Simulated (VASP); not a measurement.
# Ti4C in VASP: further runs, part 3 of 3

VASP 6.6.1. The steps go on from the part before.

## (4) Single point, LDA

INCAR reads:

```
  PREC = Accurate
  ENCUT = 520
  EDIFF = 1E-7
  ISMEAR = 0
  SIGMA = 0.1
  LREAL = F
  LASPH = T
  NELM = 60
  ALGO = Normal
  ISIF = 2
  LWAVE = F
  LCHARG = F
  LDIPOL = T
  IDIPOL = 3
  DIPOL = 0.5 0.5 0.381
  NBANDS = 34
```

KPOINTS reads:

```
Automatic mesh
0
Gamma
  9 9 1
```

POSCAR reads:

```
Ti4C
1.0
    2.8641158382      0.0000000000      0.0000000000
   -1.4320579191      2.4803970752      0.0000000000
    0.0000000000      0.0000000000     22.2412393510
Ti C
4 1
Direct
    0.6666666667      0.3333333334      0.1798460930
    0.3333333333      0.6666666667      0.2818047761
    0.6666666667      0.3333333334      0.3878689313
    0.0097164837      0.5048582419      0.5086690802
    0.6666666667      0.8333333334      0.5481597745
```

Potentials or basis: VASP PAW LDA potentials, release 64 (Ti_sv, C).

Launch:

```sh
cat potpaw_LDA.64/Ti_sv/POTCAR potpaw_LDA.64/C/POTCAR > POTCAR
mpirun -np 1 vasp_std > vasp.out
```

OUTCAR:

```text
PREC = Accurate
   ENCUT = 520
   EDIFF = 1E-7
   ISMEAR = 0
   LREAL = F
   LASPH = T
   NELM = 60
   ISIF = 2

 ion  position               nearest neighbor table
   1  0.667  0.333  0.180-   2 2.81   2 2.81   2 2.81
   2  0.333  0.667  0.282-   1 2.81   1 2.81   1 2.81   3 2.88   3 2.88   3 2.88
   3  0.667  0.333  0.388-   4 2.82   2 2.88   2 2.88   2 2.88
   4  0.010  0.505  0.509-   5 1.85   5 1.88   5 1.88   3 2.82
   5  0.667  0.833  0.548-   4 1.85   4 1.88   4 1.88

  LATTYP: Found a hexagonal cell.
 ALAT       =     2.8641158382
 C/A-ratio  =     7.7654817778

  Lattice vectors:

 A1 = (   2.8641158382,   0.0000000000,   0.0000000000)
 A2 = (  -1.4320579191,   2.4803970752,   0.0000000000)
 A3 = (   0.0000000000,   0.0000000000,  22.2412393510)

Analysis of symmetry for initial positions (statically):
=====================================================================
 Subroutine PRICEL returns:
 Original cell was already a primitive cell.

 Routine SETGRP: Setting up the symmetry group for a
 hexagonal supercell.

 Subroutine GETGRP returns: Found  2 space group operations
 (whereof  2 operations were pure point group operations)
 out of a pool of 24 trial point group operations.

The static configuration has the point symmetry C_1h.

Analysis of symmetry for dynamics (positions and initial velocities):
=====================================================================
 Subroutine PRICEL returns:
 Original cell was already a primitive cell.

 Routine SETGRP: Setting up the symmetry group for a
 hexagonal supercell.

 Subroutine GETGRP returns: Found  2 space group operations
 (whereof  2 operations were pure point group operations)
 out of a pool of 24 trial point group operations.

The dynamic configuration has the point symmetry C_1h.

 Subroutine INISYM returns: Found  2 space group operations
 (whereof  2 operations are pure point group operations),
 and found     1 'primitive' translations

----------------------------------------------------------------------------------------

                                     Primitive cell

  volume of cell :     158.0050

  direct lattice vectors                    reciprocal lattice vectors
     2.864115838  0.000000000  0.000000000     0.349147889  0.201580628  0.000000000
    -1.432057919  2.480397075  0.000000000     0.000000000  0.403161256  0.000000000
     0.000000000  0.000000000 22.241239351     0.000000000  0.000000000  0.044961523

  length of vectors
     2.864115838  2.864115838 22.241239351     0.403161256  0.403161256  0.044961523

  position of ions in fractional coordinates (direct lattice)
     0.666666667  0.333333333  0.179846093
     0.333333333  0.666666667  0.281804776
     0.666666667  0.333333333  0.387868931
     0.009716484  0.504858242  0.508669080
     0.666666667  0.833333333  0.548159775

  ion indices of the primitive-cell ions
   primitive index   ion index
                 1           1
                 2           2
                 3           3
                 4           4
                 5           5

[... 51 lines left out ...]
  0.444444  0.333333  0.000000      4.000000
   k-points           NKPTS =     25   k-points in BZ     NKDIM =     25   number of bands    NBANDS=     34
   number of dos      NEDOS =    301   number of ions     NIONS =      5
   total plane-waves  NPLWV =  96768
   dimension x,y,z NGX =    24 NGY =   24 NGZ =  168
   dimension x,y,z NGXF=    48 NGYF=   48 NGZF=  336
   ions per type =               4   1
   NGX,Y,Z   is equivalent  to a cutoff of  13.93, 13.93, 12.56 a.u.
   NGXF,Y,Z  is equivalent  to a cutoff of  27.86, 27.86, 25.11 a.u.
 SYSTEM =  unknown system
   PREC   = accura    normal or accurate (medium, high low for compatibility)
   ISTART =      0    job   : 0-new  1-cont  2-samecut
   ICHARG =      2    charge: 1-file 2-atom 10-const
   ISPIN  =      1    spin polarized calculation?
   LNONCOLLINEAR =      F non collinear calculations
   LSORBIT =      F    spin-orbit coupling
   LASPH  =      T    aspherical Exc in radial PAW
   ENCUT  =  520.0 eV  38.22 Ry    6.18 a.u.   5.33  5.33 41.35*2*pi/ulx,y,z
   NELM   =     60;   NELMIN=  2; NELMDL= -5     # of ELM steps
   EDIFF  = 0.1E-06   stopping-criterion for ELM
   LREAL  =      F    real-space projection
   EDIFFG = 0.1E-05   stopping-criterion for IOM
   NSW    =      0    number of steps for IOM
   IBRION =     -1    ionic relax: 0-MD 1-quasi-New 2-CG
   NFREE  =      0    steps in history (QN), initial steepest desc. (CG)
   ISIF   =      2    stress and relaxation
   ISYM   =      2    0-nonsym 1-usesym 2-fastsym
   POTIM  = 0.5000    time-step for ionic-motion
   TEBEG  =    0.0;   TEEND  =   0.0 temperature during run
   PSTRESS=    0.0 pullay stress
   NELECT =      52.0000    total number of electrons
   NUPDOWN=      -1.0000    fix difference up-down
   EMIN   =  10.00;   EMAX   =-10.00  energy-range for DOS
   EFERMI =   0.00;   METHOD = LEGACY
   ISMEAR =     0;   SIGMA  =   0.10  broadening in eV -4-tet -1-fermi 0-gaus
   EFERMI_NEDOS =   21; number of points for ismear=-14 and -15
   IALGO  =     38    algorithm
   IMIX   =      4    mixing-type and parameters
     AMIX     =   0.40;   BMIX     =  1.00
     AMIX_MAG =   1.60;   BMIX_MAG =  1.00
  volume/ion in A,a.u.               =      31.60       213.25
  Fermi-wavevector in a.u.,A,eV,Ry     =   1.130279  2.135918 17.381862  1.277531
  Thomas-Fermi vector in A             =   2.266975
   LORBIT       =      0    0 simple, 1 ext, 2 COOP (PROOUT), +10 PAW based schemes
   GGA     = CA    functional components
   LHFCALC =     F    Hartree Fock is set to
   AEXX    =    0.0000 exact exchange contribution
   IVDW    =     0    specifies the selected vdW correction
   LEPSILON=     F    determine dielectric tensor
   LRPA    =     F    only Hartree local field effects (RPA)
 non-spin polarized calculation
 Gauss-broadening in eV      SIGMA  =   0.10
  energy-cutoff  :      520.00
  volume of cell :      158.00
 maximum number of plane-waves:      4289
 NGX is ok and might be reduce to    24
   NGX = 11   NGY = 11   NGZ = 83

 dipolmoment           0.000000      0.000000     -0.025982 electrons x Angstroem

 number of electron      52.0000009 magnetization

 dipolmoment           0.000000      0.000000      0.090428 electrons x Angstroem

 Free energy of the ion-electron system (eV)
  ---------------------------------------------------
  ext. energy  EPLUGINS =         0.00000000
  ---------------------------------------------------
  free energy    TOTEN  =       -40.43089755 eV

  energy without entropy =      -40.39187970  energy(sigma->0) =      -40.41138863

 E-fermi :   0.5136     XC(G=0):  -6.3657

 val. band max:        0.5116965679   @ k =  -0.2222   0.4444   0.0000
 cond. band min:       0.5403863575   @ k =   0.4444   0.1111   0.0000
 fundamental gap:      0.0286897896
 Fermi energy:         0.5136157820

 k-point     1 :       0.0000    0.0000    0.0000
  band No.  band energies     occupation
      1     -55.5677      2.00000
      2     -55.4148      2.00000
      3     -55.3220      2.00000
      4     -53.9489      2.00000
      5     -32.4052      2.00000
      6     -32.1330      2.00000
[... 877 lines left out ...]
     33       2.8615      0.00000
     34       3.1847      0.00000

 [... further k-points ...]

------------------------ aborting loop because EDIFF is reached ----------------------------------------

 vacuum level on the upper side and lower side of the slab       (xc-potential included)         0.976        -1.332

  FORCE on cell =-STRESS in cart. coord.  units (eV):
  Direction    XX          YY          ZZ          XY          YZ          ZX
  --------------------------------------------------------------------------------------
  -------------------------------------------------------------------------------------
  Total        3.8323031      3.3190893     -2.3477524      0.4444562      0.3172379      0.5494721
  in kB       38.8597198     33.6557094    -23.8063109      4.5068052      3.2168058      5.5716707
  external PRESSURE =      16.2363728 kB  Pullay stress =       0.0000000 kB

 VOLUME and BASIS-vectors are now :
 -----------------------------------------------------------------------------
  energy-cutoff  :      520.00
  volume of cell :      158.00
      direct lattice vectors                 reciprocal lattice vectors
     2.864115838  0.000000000  0.000000000     0.349147889  0.201580628  0.000000000
    -1.432057919  2.480397075  0.000000000     0.000000000  0.403161256  0.000000000
     0.000000000  0.000000000 22.241239351     0.000000000  0.000000000  0.044961523

 POSITION                                       TOTAL-FORCE (eV/Angst)
 -----------------------------------------------------------------------------------
      1.43206      0.82680      4.00000         0.004558      0.002631      0.532254
     -0.00000      1.65360      6.26769        -0.024936     -0.014397     -0.032657
      1.43206      0.82680      8.62669        -0.122588     -0.070776     -0.494960
     -0.69516      1.25225     11.31343        -0.002221     -0.001282     -0.084875
      0.71603      2.06700     12.19175         0.145188      0.083824      0.080238
 -----------------------------------------------------------------------------------
    total drift:                               -0.000071     -0.000042      0.000069

  FREE ENERGIE OF THE ION-ELECTRON SYSTEM (eV)
  ---------------------------------------------------
  free  energy   TOTEN  =       -40.4308975547 eV

  energy  without entropy=      -40.3918797028  energy(sigma->0) =      -40.41138863

 vacuum level on the upper side and lower side of the slab         7.467         5.102
```

OSZICAR:

```text
N       E                     dE             d eps       ncg     rms          rms(c)
DAV:   1     0.671906811402E+03    0.67191E+03   -0.28126E+04  1860   0.161E+03
DAV:   2     0.458377059513E+02   -0.62607E+03   -0.61394E+03  1794   0.512E+02
[... 27 lines left out ...]
DAV:  30    -0.404308961704E+02   -0.10738E-05   -0.37732E-07  1490   0.453E-03    0.205E-03
DAV:  31    -0.404308962936E+02   -0.12320E-06   -0.20036E-07  1350   0.255E-03    0.140E-03
DAV:  32    -0.404308969156E+02   -0.62204E-06   -0.70023E-08  1048   0.142E-03    0.102E-03
DAV:  33    -0.404308971922E+02   -0.27658E-06   -0.40328E-08   976   0.124E-03    0.890E-04
DAV:  34    -0.404308973362E+02   -0.14404E-06   -0.43861E-08   990   0.970E-04    0.516E-04
DAV:  35    -0.404308974939E+02   -0.15765E-06   -0.52741E-08  1084   0.107E-03    0.187E-04
DAV:  36    -0.404308975547E+02   -0.60813E-07   -0.13269E-08   944   0.557E-04
   1 F= -.40430898E+02 E0= -.40411389E+02  d E =-.390179E-01
```

Run time: 4.8 min. Hardware: 1 thread of Intel Xeon Platinum 8124M at 3.00GHz (Skylake/Cascade Lake), shared host; peak memory 0.3 GiB.

Results:

```yaml
Free_energy: -40.4309 eV
Largest_force: 0.532 eV/Å
Band_gap_on_the_k_mesh: zero (band 26 reaches 1.05 eV, above the bottom of band 27 at 0.36 eV)
```

Forces in eV/Å, atoms in the order of the input:
```
Ti   0.005  0.003  0.532
Ti  -0.025 -0.014 -0.033
Ti  -0.123 -0.071 -0.495
Ti  -0.002 -0.001 -0.085
C    0.145  0.084  0.080
```

## (5) Single point, LDA

INCAR reads:

```
PREC = Accurate ; ENCUT = 520
EDIFF = 1E-6 ; ISMEAR = 0
SIGMA = 0.1 ; LREAL = F
LASPH = T ; NELM = 60
ALGO = Normal ; ISIF = 2
LWAVE = F ; LCHARG = F
LDIPOL = T ; IDIPOL = 3
DIPOL = 0.5 0.5 0.379 ; GGA = CA
NBANDS = 34
```

KPOINTS is that of step 4.

POSCAR reads:

```
Ti4C
1.0
    2.8641158382      0.0000000000      0.0000000000
   -1.4320579191      2.4803970752      0.0000000000
    0.0000000000      0.0000000000     22.2412393510
Ti C
4 1
Direct
    0.6666666666      0.3333333333      0.1798460930
    0.3333333333      0.6666666667      0.2818047761
    0.6666666666      0.3333333333      0.3878689313
    0.1655627306      0.3311254612      0.5035304886
    0.8333333333      0.6666666667      0.5428217287
```

Launch:

```sh
cat potpaw_LDA.64/Ti_sv/POTCAR potpaw_LDA.64/C/POTCAR > POTCAR
mpirun -np 1 vasp_std > vasp.out
```

It took 4.8 min on 1 thread of Intel Xeon Platinum 8124M at 3.00GHz (Skylake/Cascade Lake), shared host; peak memory 0.3 GiB.

The run converged. Its results:

| Item | Value |
| --- | --- |
| Free energy | -40.5242 eV |
| Largest force | 0.501 eV/Å |
| Band gap on the k mesh | zero (band 26 reaches 1.05 eV, above the bottom of band 27 at 0.33 eV) |

Forces in eV/Å, atoms in the order of the input:
```
Ti   0.000  0.014  0.500
Ti   0.000 -0.042 -0.084
Ti   0.000  0.079 -0.410
Ti   0.000  0.017 -0.086
C    0.000 -0.069  0.080
```

Levels at points of the mesh, in eV from the Fermi level:
```tsv
k point	band 23	band 24	band 25	band 26	band 27	band 28	band 29	band 30
(0.00, 0.00, 0.00)	-1.16	-0.43	-0.12	0.52	0.72	0.80	0.80	0.93
```
